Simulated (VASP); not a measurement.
Wanted: the native input for a VASP 6.6.1 run.

* Task: single point
* Functional: PBE
* Potentials or basis: VASP PAW PBE potentials, release 64 (Al, N)
* Cutoff: 520 eV
* k mesh: 12 × 12 × 6
* Occupations: gaussian, width 0.05 eV
* Spin: no spin polarisation
* Dipole correction: no
* Further INCAR settings: ALGO = Normal; EDIFF = 1e-07; NBANDS = 16

The structure of AlN lies in POSCAR:

```
AlN
1.0
    3.1110021516      0.0000000000      0.0000000000
   -1.5555010758      2.6942068945      0.0000000000
    0.0000000000      0.0000000000      4.9780000000
Al N
2 2
Direct
    0.3333333333      0.6666666667      0.0000000000
    0.6666666667      0.3333333333      0.5000000000
    0.2776583218      0.5553166435      0.3850000000
    0.6666666667      0.3333333333      0.8850000000
```

This cell differs from its parent crystal: atom 3 (N) moved by (+0.000, -0.300) A along x and y.

One way to write it, as run:

INCAR

```
  PREC = Accurate
  ENCUT = 520
  EDIFF = 1E-7
  ISMEAR = 0
  SIGMA = 0.05
  LREAL = False
  LASPH = True
  NELM = 60
  ALGO = Normal
  ISIF = 2
  LWAVE = False
  LCHARG = False
  GGA = PE
  NBANDS = 16
```

KPOINTS

```
Automatic mesh
0
Gamma
  12 12 6
```

Potentials or basis: VASP PAW PBE potentials, release 64 (Al, N).

Launch:

```console
$ cat potpaw_PBE.64/Al/POTCAR potpaw_PBE.64/N/POTCAR > POTCAR
$ mpirun -np 1 vasp_std > vasp.out
```

Results of the run:

```
Pressure               : 8.3 GPa
Largest force          : 3.253 eV/Å
Band gap on the k mesh : 3.74 eV
```

Caveat: the cell differs from its parent crystal (atom 3 (N) moved by (+0.000, -0.300) A along x and y); the stress differs along the axes, from -1 to 22 GPa; forces of over 1 eV/Å act on the atoms, so gaps and moduli don't describe the material at rest.

Wall time 55 s on 1 thread of AMD EPYC 9R45 96-Core Processor (Zen 5) (shared host), peak memory 0.23 GiB.
